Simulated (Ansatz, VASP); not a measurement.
# Two plane-wave programs on Pd

```
Pd
1.0
     2.70617    0.00000    0.00000
    -1.35308    2.34361    0.00000
     0.00000    0.00000    8.93225
Pd
4
Direct
  0.66667 0.33333 0.75000
  0.00000 0.00000 0.50000
  0.33333 0.66667 0.25000
  0.00000 0.00000 0.00000
```

Alike in both runs: task single point; functional PBE; k mesh 11 × 11 × 3; occupations fermi-dirac, width 0.05 eV; no spin polarisation.

```csv
,VASP,Ansatz
version,VASP 6.6.1,Ansatz 0.2.0
potentials or method,"VASP PAW PBE potentials, release 64 (Pd)",Ansatz PAW
plane-wave cutoff (eV),520,420
valence electrons in the cell,40,72
```

Ansatz gave:

```
gap on the k mesh at the Fermi level (eV)                     : none
pressure (GPa)                                                : 17.0
traceless stress, the component that is largest in VASP (GPa) : -0.45
```

Estimate VASP's values.

gap on the k mesh at the Fermi level (eV): none; pressure (GPa): 16.6; traceless stress, the component that is largest in VASP (GPa): -0.47.

A gap of «none» marks a metal or a gap that the smearing closes. VASP's potentials hold 40 valence electrons a cell and Ansatz's 72, so a difference there can come from the potentials and not from the codes.
